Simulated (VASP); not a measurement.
# HfO2 in VASP: a series of runs

Runs on HfO2. Level: PBE. Tasks: single point.

Everything below comes from runs of VASP 6.6.1. Logs are shortened: lines on timing, memory, paths and dates and some standing lists are left out, and cuts for length are marked.

## (1) The cell of the first run

The cell holds an amorphous packing of atoms, 18 atoms: a = 5.914 Å, b = 6.170 Å, c = 5.666 Å, α = 90.57°, β = 90.53°, γ = 88.22°.

## (2) Single point, PBE

The input, INCAR:

```
SYSTEM = HfO2
  ALGO = Normal
  EDIFF = 1E-6
  ENCUT = 520
  GGA = PE
  ISIF = 2
  ISMEAR = -1
  ISYM = 0
  LASPH = .True.
  LCHARG = .False.
  LREAL = Auto
  LWAVE = .False.
  NBANDS = 81
  NELM = 60
  PREC = Accurate
  SIGMA = 0.1241
```

The input, KPOINTS:

```
k-points
0
Gamma
  1 1 1
  0 0 0
```

The input, POSCAR:

```
HfO2
1.0
    5.9133820000      0.0936650000     -0.0263170000
    0.0936650000      6.1692290000     -0.0293520000
   -0.0263170000     -0.0293520000      5.6660680000
Hf O
6 12
Direct
    0.2609280705      0.2560913141      0.8483166168
    0.7872041860      0.0024992482      0.7982731959
    0.6651514299      0.5880900426      0.0746645485
    0.4242452287      0.0648827142      0.3726237135
    0.8955837815      0.2120320642      0.3005660440
    0.1320161566      0.6437202729      0.5825520884
    0.1608988329      0.0754714474      0.1113461068
    1.0278121906     -0.0387421504      0.5313038555
    0.6735876272      0.2112723652      0.5520300978
    0.7862524815      0.6655713798      0.7787747443
    0.4490523422      0.9424733896      0.7172476909
    0.2195417671      0.3372587349      0.4899750407
    0.8971693763      0.5287333407      0.2999600759
    0.6876522217      0.9670020791      0.1580544724
    0.9037890791      0.2911546408     -0.0593125624
    0.3961190585      0.7033990938      0.3250061304
    0.2319407663      0.5813058659      0.8887550370
    0.4882679843      0.3055262747      0.1235409733
```

Potentials or basis: VASP PAW PBE potentials, release 64 (Hf_pv, O).

Launch:

```console
$ cat potpaw_PBE.64/Hf_pv/POTCAR potpaw_PBE.64/O/POTCAR > POTCAR
$ mpirun -np 1 vasp_gam > vasp.out
```

OUTCAR:

```text
SYSTEM = HfO2
   EDIFF = 1E-6
   ENCUT = 520
   GGA = PE
   ISIF = 2
   ISMEAR = -1
   ISYM = 0
   LASPH = .True.
   LREAL = Auto
   NELM = 60
   PREC = Accurate

 ion  position               nearest neighbor table
   1  0.261  0.256  0.848-   7 1.98  17 2.02  18 2.08  12 2.11  15 2.18  11 2.32   8 2.91   6 2.92
                             4 3.08   2 3.26   4 3.33   5 3.39   3 3.43   2 3.45   5 3.78
   2  0.787  0.002  0.798-   9 2.01  10 2.08  15 2.08  11 2.09   8 2.09  14 2.14   7 2.86   3 3.12
                             5 3.18   5 3.19   6 3.20   4 3.23   1 3.26   1 3.45
   3  0.665  0.588  0.075-  13 1.90  10 1.90  18 2.08  16 2.24  14 2.39  15 2.40  17 2.76   5 2.95
                             2 3.12   1 3.43   4 3.64
   4  0.424  0.065  0.373-   9 2.02  14 2.06  11 2.10  18 2.10   7 2.14  12 2.14  16 2.26   8 2.62
                             5 2.99   1 3.08   2 3.23   5 3.25   1 3.33   6 3.40   3 3.64
   5  0.896  0.212  0.301-   9 1.95  13 1.95   7 2.06  15 2.10  14 2.13   8 2.16  12 2.34  18 2.65
                             3 2.95   4 2.99   2 3.18   2 3.19   4 3.25   1 3.39   6 3.42   1 3.78
   6  0.132  0.644  0.583-  17 1.87  12 2.01   8 2.06  16 2.19  13 2.23  10 2.34  11 2.77   1 2.92
                             2 3.20   4 3.40   5 3.42
   7  0.161  0.075  0.111-   1 1.98   5 2.06   4 2.14   2 2.86
   8  0.028  0.961  0.531-   6 2.06   2 2.09   5 2.16   4 2.62   1 2.91
   9  0.674  0.211  0.552-   5 1.95   2 2.01   4 2.02
  10  0.786  0.666  0.779-   3 1.90   2 2.08   6 2.34
  11  0.449  0.942  0.717-   2 2.09   4 2.10   1 2.32   6 2.77
  12  0.220  0.337  0.490-   6 2.01   1 2.11   4 2.14   5 2.34
  13  0.897  0.529  0.300-   3 1.90   5 1.95   6 2.23
  14  0.688  0.967  0.158-   4 2.06   5 2.13   2 2.14   3 2.39
  15  0.904  0.291  0.941-   2 2.08   5 2.10   1 2.18   3 2.40
  16  0.396  0.703  0.325-   6 2.19   3 2.24   4 2.26
  17  0.232  0.581  0.889-   6 1.87   1 2.02   3 2.76
  18  0.488  0.306  0.124-   1 2.08   3 2.08   4 2.10   5 2.65

IMPORTANT INFORMATION: All symmetrisations will be switched off!
NOSYMM: (Re-)initialisation of all symmetry stuff for point group C_1.

----------------------------------------------------------------------------------------

                                     Primitive cell

  volume of cell :     206.6449

  direct lattice vectors                    reciprocal lattice vectors
     5.913382000  0.093665000 -0.026317000     0.169152023 -0.002564494  0.000772370
     0.093665000  6.169229000 -0.029352000    -0.002564494  0.162137685  0.000828013
    -0.026317000 -0.029352000  5.666068000     0.000772370  0.000828013  0.176497111

  length of vectors
     5.914182310  6.170009816  5.666205141     0.169173225  0.162160079  0.176500743

  position of ions in fractional coordinates (direct lattice)
     0.260928071  0.256091314  0.848316617
     0.787204186  0.002499248  0.798273196
     0.665151430  0.588090043  0.074664549
     0.424245229  0.064882714  0.372623713
     0.895583782  0.212032064  0.300566044
     0.132016157  0.643720273  0.582552088
     0.160898833  0.075471447  0.111346107
     0.027812191  0.961257850  0.531303855
     0.673587627  0.211272365  0.552030098
     0.786252481  0.665571380  0.778774744
     0.449052342  0.942473390  0.717247691
     0.219541767  0.337258735  0.489975041
     0.897169376  0.528733341  0.299960076
     0.687652222  0.967002079  0.158054472
     0.903789079  0.291154641  0.940687438
     0.396119058  0.703399094  0.325006130
     0.231940766  0.581305866  0.888755037
     0.488267984  0.305526275  0.123540973

  ion indices of the primitive-cell ions
   primitive index   ion index
                 1           1
                 2           2
                 3           3
                 4           4
                 5           5
                 6           6
                 7           7
                 8           8
                 9           9
                10          10
                11          11
                12          12
                13          13
                14          14
                15          15
                16          16
                17          17
                18          18

----------------------------------------------------------------------------------------

 KPOINTS: k-points

Automatic generation of k-mesh.
 Grid dimensions read from file:
 generate k-points for:    1    1    1

 Generating k-lattice:

  Cartesian coordinates                     Fractional coordinates (reciprocal lattice)
     0.169152023 -0.002564494  0.000772370     1.000000000 -0.000000000  0.000000000
    -0.002564494  0.162137685  0.000828013     0.000000000  1.000000000  0.000000000
     0.000772370  0.000828013  0.176497111     0.000000000  0.000000000  1.000000000

  Length of vectors
     0.169173225  0.162160079  0.176500743

  Shift w.r.t. Gamma in fractional coordinates (k-lattice)
     0.000000000  0.000000000  0.000000000

 Subroutine IBZKPT returns following result:
 ===========================================

 Found      1 irreducible k-points:

 Following reciprocal coordinates:
            Coordinates               Weight
  0.000000  0.000000  0.000000      1.000000
   k-points           NKPTS =      1   k-points in BZ     NKDIM =      1   number of bands    NBANDS=     81
   number of dos      NEDOS =    301   number of ions     NIONS =     18
   total plane-waves  NPLWV =  96768
   dimension x,y,z NGX =    48 NGY =   48 NGZ =   42
   dimension x,y,z NGXF=    96 NGYF=   96 NGZF=   84
   ions per type =               6  12
   NGX,Y,Z   is equivalent  to a cutoff of  13.49, 12.93, 12.32 a.u.
   NGXF,Y,Z  is equivalent  to a cutoff of  26.99, 25.87, 24.65 a.u.
 SYSTEM =  HfO2
   PREC   = accura    normal or accurate (medium, high low for compatibility)
   ISTART =      0    job   : 0-new  1-cont  2-samecut
   ICHARG =      2    charge: 1-file 2-atom 10-const
   ISPIN  =      1    spin polarized calculation?
   LNONCOLLINEAR =      F non collinear calculations
   LSORBIT =      F    spin-orbit coupling
   LASPH  =      T    aspherical Exc in radial PAW
   ENCUT  =  520.0 eV  38.22 Ry    6.18 a.u.  11.00 11.47 10.54*2*pi/ulx,y,z
   NELM   =     60;   NELMIN=  2; NELMDL= -5     # of ELM steps
   EDIFF  = 0.1E-05   stopping-criterion for ELM
   LREAL  =      T    real-space projection
   EDIFFG = 0.1E-04   stopping-criterion for IOM
   NSW    =      0    number of steps for IOM
   IBRION =     -1    ionic relax: 0-MD 1-quasi-New 2-CG
   NFREE  =      0    steps in history (QN), initial steepest desc. (CG)
   ISIF   =      2    stress and relaxation
   ISYM   =      0    0-nonsym 1-usesym 2-fastsym
   POTIM  = 0.5000    time-step for ionic-motion
   TEBEG  =    0.0;   TEEND  =   0.0 temperature during run
   PSTRESS=    0.0 pullay stress
   NELECT =     132.0000    total number of electrons
   NUPDOWN=      -1.0000    fix difference up-down
   EMIN   =  10.00;   EMAX   =-10.00  energy-range for DOS
   EFERMI =   0.00;   METHOD = LEGACY
   ISMEAR =    -1;   SIGMA  =   0.12  broadening in eV -4-tet -1-fermi 0-gaus
   EFERMI_NEDOS =   21; number of points for ismear=-14 and -15
   IALGO  =     38    algorithm
   IMIX   =      4    mixing-type and parameters
     AMIX     =   0.40;   BMIX     =  1.00
     AMIX_MAG =   1.60;   BMIX_MAG =  1.00
  volume/ion in A,a.u.               =      11.48        77.47
  Fermi-wavevector in a.u.,A,eV,Ry     =   1.409909  2.664343 27.046268  1.987845
  Thomas-Fermi vector in A             =   2.531917
   LORBIT       =      0    0 simple, 1 ext, 2 COOP (PROOUT), +10 PAW based schemes
   GGA     = PE    functional components
   LHFCALC =     F    Hartree Fock is set to
   AEXX    =    0.0000 exact exchange contribution
   IVDW    =     0    specifies the selected vdW correction
   LEPSILON=     F    determine dielectric tensor
   LRPA    =     F    only Hartree local field effects (RPA)
 non-spin polarized calculation
  energy-cutoff  :      520.00
  volume of cell :      206.64
 maximum number of plane-waves:      2786
 NGX is ok and might be reduce to    42
   NGX = 21   NGY = 23   NGZ = 21

 number of electron     132.0000001 magnetization

 Free energy of the ion-electron system (eV)
  ---------------------------------------------------
  ext. energy  EPLUGINS =         0.00000000
  ---------------------------------------------------
  free energy    TOTEN  =      -175.55453986 eV

  energy without entropy =     -175.55452774  energy(sigma->0) =     -175.55453380

 E-fermi :   5.3172     XC(G=0): -11.3921

 val. band max:        3.6635154309   @ k =   0.0000   0.0000   0.0000
 cond. band min:       6.9827247456   @ k =   0.0000   0.0000   0.0000
 fundamental gap:      3.3192093147
 Fermi energy:         5.3171948680

 k-point     1 :       0.0000    0.0000    0.0000
  band No.  band energies     occupation
      1     -26.8035      2.00000
      2     -26.6906      2.00000
      3     -26.6799      2.00000
      4     -26.5840      2.00000
      5     -26.4748      2.00000
      6     -26.4215      2.00000
      7     -26.3914      2.00000
      8     -26.2705      2.00000
      9     -26.1627      2.00000
     10     -26.1444      2.00000
     11     -25.9914      2.00000
     12     -25.9620      2.00000
     13     -25.9596      2.00000
     14     -25.9058      2.00000
     15     -25.8608      2.00000
     16     -25.8593      2.00000
     17     -25.8036      2.00000
     18     -25.7589      2.00000
     19     -15.4818      2.00000
     20     -14.4034      2.00000
     21     -13.9509      2.00000
     22     -13.9126      2.00000
     23     -13.7548      2.00000
     24     -13.6429      2.00000
     25     -13.3282      2.00000
     26     -13.2708      2.00000
     27     -13.0403      2.00000
     28     -12.8294      2.00000
     29     -12.7023      2.00000
     30     -11.6074      2.00000
     31      -2.6087      2.00000
     32      -2.2339      2.00000
     33      -2.1105      2.00000
     34      -1.8348      2.00000
     35      -1.6411      2.00000
     36      -1.4476      2.00000
     37      -1.3151      2.00000
     38      -1.2021      2.00000
     39      -0.8835      2.00000
     40      -0.8040      2.00000
     41      -0.6219      2.00000
     42      -0.5059      2.00000
     43      -0.3673      2.00000
     44      -0.3320      2.00000
     45      -0.1895      2.00000
     46      -0.0602      2.00000
     47       0.1681      2.00000
     48       0.3939      2.00000
     49       0.4521      2.00000
     50       0.5801      2.00000
     51       0.7167      2.00000
     52       0.8963      2.00000
     53       1.0320      2.00000
     54       1.0823      2.00000
     55       1.3507      2.00000
     56       1.4759      2.00000
     57       1.5596      2.00000
     58       1.7539      2.00000
     59       1.9159      2.00000
     60       2.1703      2.00000
     61       2.2981      2.00000
     62       2.4430      2.00000
     63       2.5777      2.00000
     64       2.7860      2.00000
     65       3.2048      2.00000
     66       3.6635      2.00000
     67       6.9827      0.00000
     68       7.2608      0.00000
     69       7.4808      0.00000
     70       7.6635      0.00000
     71       8.1514      0.00000
     72       8.3675      0.00000
     73       8.5827      0.00000
     74       8.7286      0.00000
     75       8.9325      0.00000
     76       9.3117      0.00000
     77       9.5811      0.00000
     78       9.6612      0.00000
 [bands above 78 left out]

------------------------ aborting loop because EDIFF is reached ----------------------------------------

  FORCE on cell =-STRESS in cart. coord.  units (eV):
  Direction    XX          YY          ZZ          XY          YZ          ZX
  --------------------------------------------------------------------------------------
  -------------------------------------------------------------------------------------
  Total       15.8511818     22.1177429     19.3336433     -3.8743339    -15.2910797      6.8140760
  in kB      122.8987478    171.4851889    149.8992681    -30.0388189   -118.5561154     52.8314806
  external PRESSURE =     148.0944016 kB  Pullay stress =       0.0000000 kB

 VOLUME and BASIS-vectors are now :
 -----------------------------------------------------------------------------
  energy-cutoff  :      520.00
  volume of cell :      206.64
      direct lattice vectors                 reciprocal lattice vectors
     5.913382000  0.093665000 -0.026317000     0.169152023 -0.002564494  0.000772370
     0.093665000  6.169229000 -0.029352000    -0.002564494  0.162137685  0.000828013
    -0.026317000 -0.029352000  5.666068000     0.000772370  0.000828013  0.176497111

 POSITION                                       TOTAL-FORCE (eV/Angst)
 -----------------------------------------------------------------------------------
      1.54463      1.57943      4.79224         0.008868     -0.887826      3.429478
      4.63427      0.06572      4.50228        -2.005352      0.094356     -0.000431
      3.98641      3.68817      0.38829        -3.882811      0.985774      1.851730
      2.50500      0.42908      2.09824        -2.625151     -3.885282     -1.760760
      5.30788      1.38314      1.67324         3.098811     -1.496025     -1.790243
      0.82563      3.96652      3.27841         0.838659      2.061844     -4.157777
      0.95559      0.47740      0.62445         1.143593     -2.199906      0.573774
      0.24052      5.91723      2.98146        -0.433034      0.865683      1.220653
      3.98844      1.35028      3.10391        -0.025971      1.443740      0.922243
      4.69126      4.15685      4.37236         1.677264      1.601633     -1.726148
      2.72482      5.83534      4.02449        -0.722342      1.939488      0.837792
      1.31693      2.08681      2.76055        -0.475269     -2.085250      0.775176
      5.34693      3.33711      1.66046         0.451994      1.854678      1.652357
      4.15277      6.02543      0.84907         1.582661     -2.057452     -0.851371
      5.34697      1.85324      5.29767        -1.084298      0.138256     -1.185974
      2.39973      4.36699      1.81044        -0.183879      1.379666      0.893834
      1.40261      3.58185      5.01258         1.332514     -1.105811      0.613183
      2.91268      1.92697      0.67817         1.303742      1.352435     -1.297514
 -----------------------------------------------------------------------------------
    total drift:                                0.002986      0.003416     -0.000487

  FREE ENERGIE OF THE ION-ELECTRON SYSTEM (eV)
  ---------------------------------------------------
  free  energy   TOTEN  =      -175.5545398566 eV

  energy  without entropy=     -175.5545277435  energy(sigma->0) =     -175.55453380
```

It took 25 s on 1 thread of AMD EPYC 9R45 (Zen 5), shared host; peak memory 0.25 GiB.

Results:

```
Free energy            : -175.5545 eV
Pressure               : 14.8 GPa
Largest force          : 5.009 eV/Å
Band gap on the k mesh : 3.32 eV
```

Forces on the atoms (eV/Å):
```
Hf   0.009 -0.888  3.429
Hf  -2.005  0.094  0.000
Hf  -3.883  0.986  1.852
Hf  -2.625 -3.885 -1.761
Hf   3.099 -1.496 -1.790
Hf   0.839  2.062 -4.158
O    1.144 -2.200  0.574
O   -0.433  0.866  1.221
O   -0.026  1.444  0.922
O    1.677  1.602 -1.726
O   -0.722  1.939  0.838
O   -0.475 -2.085  0.775
O    0.452  1.855  1.652
O    1.583 -2.057 -0.851
O   -1.084  0.138 -1.186
O   -0.184  1.380  0.894
O    1.333 -1.106  0.613
O    1.304  1.352 -1.298
```

Stress tensor (GPa, compression positive):
```
 12.29  -3.00   5.28
 -3.00  17.15 -11.86
  5.28 -11.86  14.99
```

Caveat: the k points lie up to 1.11 Å⁻¹ apart; spin-orbit coupling is left out, which moves the levels of the heavy elements.

(Part 1 of 2 ends here.)
